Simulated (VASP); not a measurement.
Write the native input for VASP 6.6.1 that does the following.

- Task: single point
- Functional: PBE
- Potentials or basis: VASP PAW PBE potentials, release 64 (N)
- Cutoff: 520 eV
- k mesh: 22 × 22 × 22
- Occupations: gaussian, width 0.1 eV
- Spin: no spin polarisation
- Dipole correction: no
- Further INCAR settings: ALGO = Normal; EDIFF = 1e-06; NBANDS = 8

The structure of N lies in POSCAR:

```
N
1.0
    0.0000000000      1.5887693037      1.5887693037
    1.5887693037      0.0000000000      1.5887693037
    1.5887693037      1.5887693037      0.0000000000
N
1
Direct
    0.0000000000      0.0000000000      0.0000000000
```

This cell differs from its parent crystal: strained.

These files were run (other wordings do the same):

INCAR

```
SYSTEM = N
ALGO = Normal
EDIFF = 1E-6
ENCUT = 520
GGA = PE
ISIF = 2
ISMEAR = 0
LASPH = .True.
LCHARG = .True.
LELF = .True.
LREAL = .False.
LVHAR = .True.
LWAVE = .False.
NBANDS = 8
NELM = 60
PREC = Accurate
SIGMA = 0.1
```

KPOINTS

```
k-points
0
Gamma
  22 22 22
  0 0 0
```

Potentials or basis: VASP PAW PBE potentials, release 64 (N).

Command:

```bash
$ cat potpaw_PBE.64/N/POTCAR > POTCAR
$ mpirun -np 1 vasp_std > vasp.out
```

Results of the run:

```yaml
Pressure: -8.8 GPa
```

Caveat: the cell differs from its parent crystal (strained).

Wall time 13 s on 1 thread of Intel(R) Xeon(R) Platinum 8488C (Sapphire Rapids), with other jobs on the host, peak memory 0.12 GiB.
